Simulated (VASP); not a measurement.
# GaSb4 (P-43m) in VASP: a series of runs, part 2 of 2

VASP 6.6.1.

### 3 Single point, PBE

This run uses another cell than the first one, of 31.04 Å³/atom.

File INCAR:

```
SYSTEM = GaSb4
  ALGO = Normal
  EDIFF = 1E-6
  ENCUT = 520
  GGA = PE
  ISIF = 2
  ISMEAR = 0
  LASPH = .True.
  LCHARG = .True.
  LELF = .True.
  LREAL = .False.
  LVHAR = .True.
  LWAVE = .False.
  NBANDS = 24
  NELM = 60
  PREC = Accurate
  SIGMA = 0.1
```

File KPOINTS:

```
k-points
0
Gamma
  4 4 4
  0 0 0
```

File POSCAR:

```
GaSb4
1.0
    5.3738054531      0.0000000000      0.0000000000
    0.0000000000      5.3738054531      0.0000000000
    0.0000000000      0.0000000000      5.3738054531
Ga Sb
1 4
Direct
    0.0000000000      0.0000000000      0.0000000000
    0.2991829989      0.2991829989      0.2991829989
    0.7008170011      0.7008170011      0.2991829989
    0.2991829989      0.7008170011      0.7008170011
    0.7008170011      0.2991829989      0.7008170011
```

Potentials or basis: VASP PAW PBE potentials, release 64 (Ga_d, Sb).

The run is started by

```bash
> cat potpaw_PBE.64/Ga_d/POTCAR potpaw_PBE.64/Sb/POTCAR > POTCAR
> mpirun -np 1 vasp_std > vasp.out
```

OUTCAR:

```text
SYSTEM = GaSb4
   EDIFF = 1E-6
   ENCUT = 520
   GGA = PE
   ISIF = 2
   ISMEAR = 0
   LASPH = .True.
   LREAL = .False.
   NELM = 60
   PREC = Accurate

 ion  position               nearest neighbor table
   1  0.000  0.000  0.000-   2 2.78   3 2.78   4 2.78   5 2.78
   2  0.299  0.299  0.299-   1 2.78   3 3.05   4 3.05   5 3.05
   3  0.701  0.701  0.299-   1 2.78   2 3.05   4 3.05   5 3.05
   4  0.299  0.701  0.701-   1 2.78   2 3.05   3 3.05   5 3.05
   5  0.701  0.299  0.701-   1 2.78   2 3.05   3 3.05   4 3.05

  LATTYP: Found a simple cubic cell.
 ALAT       =     5.3738054531

  Lattice vectors:

 A1 = (   5.3738054531,   0.0000000000,   0.0000000000)
 A2 = (   0.0000000000,   5.3738054531,   0.0000000000)
 A3 = (   0.0000000000,   0.0000000000,   5.3738054531)

Analysis of symmetry for initial positions (statically):
=====================================================================
 Subroutine PRICEL returns:
 Original cell was already a primitive cell.

 Routine SETGRP: Setting up the symmetry group for a
 simple cubic supercell.

 Subroutine GETGRP returns: Found 24 space group operations
 (whereof 24 operations were pure point group operations)
 out of a pool of 48 trial point group operations.

The static configuration has the point symmetry T_d .

Analysis of symmetry for dynamics (positions and initial velocities):
=====================================================================
 Subroutine PRICEL returns:
 Original cell was already a primitive cell.

 Routine SETGRP: Setting up the symmetry group for a
 simple cubic supercell.

 Subroutine GETGRP returns: Found 24 space group operations
 (whereof 24 operations were pure point group operations)
 out of a pool of 48 trial point group operations.

The dynamic configuration has the point symmetry T_d .

 Subroutine INISYM returns: Found 24 space group operations
 (whereof 24 operations are pure point group operations),
 and found     1 'primitive' translations

----------------------------------------------------------------------------------------

                                     Primitive cell

  volume of cell :     155.1836

  direct lattice vectors                    reciprocal lattice vectors
     5.373805453  0.000000000  0.000000000     0.186087868  0.000000000  0.000000000
     0.000000000  5.373805453  0.000000000     0.000000000  0.186087868  0.000000000
     0.000000000  0.000000000  5.373805453     0.000000000  0.000000000  0.186087868

  length of vectors
     5.373805453  5.373805453  5.373805453     0.186087868  0.186087868  0.186087868

  position of ions in fractional coordinates (direct lattice)
     0.000000000  0.000000000  0.000000000
     0.299182999  0.299182999  0.299182999
     0.700817001  0.700817001  0.299182999
     0.299182999  0.700817001  0.700817001
     0.700817001  0.299182999  0.700817001

  ion indices of the primitive-cell ions
   primitive index   ion index
                 1           1
                 2           2
                 3           3
                 4           4
                 5           5

----------------------------------------------------------------------------------------
[... 27 lines left out ...]
  0.000000  0.000000  0.000000      1.000000
  0.250000  0.000000  0.000000      6.000000
  0.500000  0.000000  0.000000      3.000000
  0.250000  0.250000  0.000000     12.000000
  0.500000  0.250000  0.000000     12.000000
  0.500000  0.500000  0.000000      3.000000
  0.250000  0.250000  0.250000      8.000000
  0.500000  0.250000  0.250000     12.000000
  0.500000  0.500000  0.250000      6.000000
  0.500000  0.500000  0.500000      1.000000
   k-points           NKPTS =     10   k-points in BZ     NKDIM =     10   number of bands    NBANDS=     24
   number of dos      NEDOS =    301   number of ions     NIONS =      5
   total plane-waves  NPLWV =  64000
   dimension x,y,z NGX =    40 NGY =   40 NGZ =   40
   dimension x,y,z NGXF=    80 NGYF=   80 NGZF=   80
   ions per type =               1   4
   NGX,Y,Z   is equivalent  to a cutoff of  12.37, 12.37, 12.37 a.u.
   NGXF,Y,Z  is equivalent  to a cutoff of  24.75, 24.75, 24.75 a.u.
 SYSTEM =  GaSb4
   PREC   = accura    normal or accurate (medium, high low for compatibility)
   ISTART =      0    job   : 0-new  1-cont  2-samecut
   ICHARG =      2    charge: 1-file 2-atom 10-const
   ISPIN  =      1    spin polarized calculation?
   LNONCOLLINEAR =      F non collinear calculations
   LSORBIT =      F    spin-orbit coupling
   LASPH  =      T    aspherical Exc in radial PAW
   ENCUT  =  520.0 eV  38.22 Ry    6.18 a.u.   9.99  9.99  9.99*2*pi/ulx,y,z
   NELM   =     60;   NELMIN=  2; NELMDL= -5     # of ELM steps
   EDIFF  = 0.1E-05   stopping-criterion for ELM
   LREAL  =      F    real-space projection
   EDIFFG = 0.1E-04   stopping-criterion for IOM
   NSW    =      0    number of steps for IOM
   IBRION =     -1    ionic relax: 0-MD 1-quasi-New 2-CG
   NFREE  =      0    steps in history (QN), initial steepest desc. (CG)
   ISIF   =      2    stress and relaxation
   ISYM   =      2    0-nonsym 1-usesym 2-fastsym
   POTIM  = 0.5000    time-step for ionic-motion
   TEBEG  =    0.0;   TEEND  =   0.0 temperature during run
   PSTRESS=    0.0 pullay stress
   NELECT =      33.0000    total number of electrons
   NUPDOWN=      -1.0000    fix difference up-down
   EMIN   =  10.00;   EMAX   =-10.00  energy-range for DOS
   EFERMI =   0.00;   METHOD = LEGACY
   ISMEAR =     0;   SIGMA  =   0.10  broadening in eV -4-tet -1-fermi 0-gaus
   EFERMI_NEDOS =   21; number of points for ismear=-14 and -15
   IALGO  =     38    algorithm
   IMIX   =      4    mixing-type and parameters
     AMIX     =   0.40;   BMIX     =  1.00
     AMIX_MAG =   1.60;   BMIX_MAG =  1.00
  volume/ion in A,a.u.               =      31.04       209.45
  Fermi-wavevector in a.u.,A,eV,Ry     =   0.977157  1.846558 12.991321  0.954835
  Thomas-Fermi vector in A             =   2.107832
   LORBIT       =      0    0 simple, 1 ext, 2 COOP (PROOUT), +10 PAW based schemes
   GGA     = PE    functional components
   LHFCALC =     F    Hartree Fock is set to
   AEXX    =    0.0000 exact exchange contribution
   IVDW    =     0    specifies the selected vdW correction
   LEPSILON=     F    determine dielectric tensor
   LRPA    =     F    only Hartree local field effects (RPA)
 non-spin polarized calculation
 Gauss-broadening in eV      SIGMA  =   0.10
  energy-cutoff  :      520.00
  volume of cell :      155.18
 maximum number of plane-waves:      4224
 NGX is ok and might be reduce to    40
   NGX = 19   NGY = 19   NGZ = 19

 number of electron      33.0000010 magnetization

 Free energy of the ion-electron system (eV)
  ---------------------------------------------------
  ext. energy  EPLUGINS =         0.00000000
  ---------------------------------------------------
  free energy    TOTEN  =       -17.42183635 eV

  energy without entropy =      -17.39845755  energy(sigma->0) =      -17.41014695

 E-fermi :   5.9003     XC(G=0):  -9.2997

 val. band max:        5.8828642824   @ k =   0.2500   0.2500   0.0000
 cond. band min:       5.9511972951   @ k =   0.5000   0.2500   0.0000
 fundamental gap:      0.0683330127
 Fermi energy:         5.9003033274

 k-point     1 :       0.0000    0.0000    0.0000
  band No.  band energies     occupation
      1      -9.2757      2.00000
      2      -9.2757      2.00000
      3      -9.2757      2.00000
      4      -9.2445      2.00000
      5      -9.2445      2.00000
      6      -6.2649      2.00000
[... 259 lines left out ...]
     23      10.1119      0.00000
     24      10.1119      0.00000

------------------------ aborting loop because EDIFF is reached ----------------------------------------

  FORCE on cell =-STRESS in cart. coord.  units (eV):
  Direction    XX          YY          ZZ          XY          YZ          ZX
  --------------------------------------------------------------------------------------
  -------------------------------------------------------------------------------------
  Total       -0.2664227     -0.2664227     -0.2664227      0.0000000      0.0000000     -0.0000000
  in kB       -2.7506543     -2.7506543     -2.7506543      0.0000000      0.0000000     -0.0000000
  external PRESSURE =      -2.7506543 kB  Pullay stress =       0.0000000 kB

 VOLUME and BASIS-vectors are now :
 -----------------------------------------------------------------------------
  energy-cutoff  :      520.00
  volume of cell :      155.18
      direct lattice vectors                 reciprocal lattice vectors
     5.373805453  0.000000000  0.000000000     0.186087868  0.000000000  0.000000000
     0.000000000  5.373805453  0.000000000     0.000000000  0.186087868  0.000000000
     0.000000000  0.000000000  5.373805453     0.000000000  0.000000000  0.186087868

 POSITION                                       TOTAL-FORCE (eV/Angst)
 -----------------------------------------------------------------------------------
      0.00000      0.00000      0.00000         0.000000     -0.000000      0.000000
      1.60775      1.60775      1.60775         0.016121      0.016121      0.016121
      3.76605      3.76605      1.60775        -0.016121     -0.016121      0.016121
      1.60775      3.76605      3.76605         0.016121     -0.016121     -0.016121
      3.76605      1.60775      3.76605        -0.016121      0.016121     -0.016121
 -----------------------------------------------------------------------------------
    total drift:                                0.000000      0.000000      0.000000

  FREE ENERGIE OF THE ION-ELECTRON SYSTEM (eV)
  ---------------------------------------------------
  free  energy   TOTEN  =       -17.4218363469 eV

  energy  without entropy=      -17.3984575544  energy(sigma->0) =      -17.41014695
```

OSZICAR:

```text
N       E                     dE             d eps       ncg     rms          rms(c)
DAV:   1     0.197747515686E+03    0.19775E+03   -0.12534E+04   504   0.131E+03
DAV:   2     0.224202469749E+01   -0.19551E+03   -0.18480E+03   520   0.314E+02
DAV:   3    -0.168873056414E+02   -0.19129E+02   -0.18607E+02   632   0.864E+01
DAV:   4    -0.174544678021E+02   -0.56716E+00   -0.56266E+00   552   0.161E+01
DAV:   5    -0.174689784957E+02   -0.14511E-01   -0.14509E-01   696   0.256E+00    0.373E+00
DAV:   6    -0.174347315291E+02    0.34247E-01   -0.41969E-02   600   0.176E+00    0.206E+00
DAV:   7    -0.174218151939E+02    0.12916E-01   -0.39513E-02   608   0.122E+00    0.147E-01
DAV:   8    -0.174218192571E+02   -0.40632E-05   -0.52516E-03   568   0.527E-01    0.612E-02
DAV:   9    -0.174218301416E+02   -0.10884E-04   -0.25395E-04   744   0.970E-02    0.345E-02
DAV:  10    -0.174218381300E+02   -0.79885E-05   -0.19968E-05   552   0.316E-02    0.106E-02
DAV:  11    -0.174218366073E+02    0.15227E-05   -0.39637E-06   592   0.170E-02    0.116E-03
DAV:  12    -0.174218363469E+02    0.26034E-06   -0.27419E-07   344   0.365E-03
   1 F= -.17421836E+02 E0= -.17410147E+02  d E =-.233788E-01
```

It took 28 s on 1 thread of Intel Xeon Platinum 8375C at 2.90GHz (Ice Lake), shared host; peak memory 0.25 GiB.

Results:

```
Free energy            : -17.4218 eV
Pressure               : -0.3 GPa
Largest force          : 0.028 eV/Å
Band gap on the k mesh : zero (an odd number of electrons rules out a gap without spin polarisation)
```

Forces on the atoms (eV/Å):
```
Ga   0.000  0.000  0.000
Sb   0.016  0.016  0.016
Sb  -0.016 -0.016  0.016
Sb   0.016 -0.016 -0.016
Sb  -0.016  0.016 -0.016
```

Levels at points of the mesh, in eV from the Fermi level:
```tsv
k point	band 14	band 15	band 16	band 17	band 18	band 19
(0.00, 0.00, 0.00)	-1.82	-1.82	-0.62	0.48	0.48	0.48
(0.50, 0.00, 0.00)	-2.56	-1.24	-1.11	-0.93	0.82	0.82
(0.50, 0.50, 0.00)	-2.23	-2.03	-1.46	-1.46	0.57	1.54
(0.50, 0.50, 0.50)	0.62	0.89	0.89	1.32	1.32	1.32
```

Caveat: spin-orbit coupling is left out, which moves the levels of the heavy elements.
